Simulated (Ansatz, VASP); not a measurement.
One calculation of TaN, two programs

The input INCAR:

```
PREC = Accurate ; ENCUT = 520
EDIFF = 1E-6 ; ISMEAR = 0
SIGMA = 0.15 ; LREAL = F
LASPH = T ; NELM = 60
ALGO = Normal ; ISIF = 2
LWAVE = F ; LCHARG = T
GGA = PS ; LELF = T
LVHAR = T ; NBANDS = 15
```

Contents of KPOINTS:

```
Automatic mesh
0
Gamma
  24 24 24
```

Contents of POSCAR:

```
TaN
1.0
    2.9239890447      0.0000000000      0.0000000000
   -1.4619945224      2.5322487931      0.0000000000
    0.0000000000      0.0000000000      2.8707276427
Ta N
1 1
Direct
    0.3333333333      0.6666666667      0.5000000000
    0.0000000000      0.0000000000      0.0000000000
```

Input for Ansatz:

```yaml
crystal:
  lattice:
    - [2.9239890447, 0.0, 0.0]
    - [-1.4619945224, 2.5322487931, 0.0]
    - [0.0, 0.0, 2.8707276427]
  atoms:
    - { symbol: Ta, position: [0.3333333333, 0.6666666667, 0.5] }
    - { symbol: "N", position: [0.0, 0.0, 0.0] }
basis:
  ecutwfc: 420
kpoints:
  mp_grid: { grid: [24, 24, 24] }
hamiltonian:
  xc: pbesol
scf:
  occupations: { method: gaussian, width: 0.15 }
output:
  forces: true
  stress: true
  eigenvalues: true
```

Alike in both runs: task single point; functional PBEsol; k mesh 24 × 24 × 24; occupations gaussian, width 0.15 eV; no spin polarisation.

```csv
,VASP,Ansatz
version,VASP 6.6.1,Ansatz 0.2.0
potentials or method,"VASP PAW PBE potentials, release 64 (Ta_pv, N), cutoff 520 eV","scalar-relativistic, plane waves, PAW"
valence electrons in the cell,16,18
```

```tsv
	VASP	Ansatz	Ansatz less VASP
gap on the k mesh at the Fermi level (eV)	none	none	-
pressure (GPa)	0.9	0.0	-0.85
traceless stress, the component that is largest in VASP (GPa)	0.14	0.00	-0.138
```

VASP's potentials were made for PBE, not for PBEsol. A gap of «none» marks a metal or a gap that the smearing closes. VASP's potentials hold 16 valence electrons a cell and Ansatz's 18, so a difference there can come from the potentials and not from the codes.

Spin-orbit coupling is off throughout.
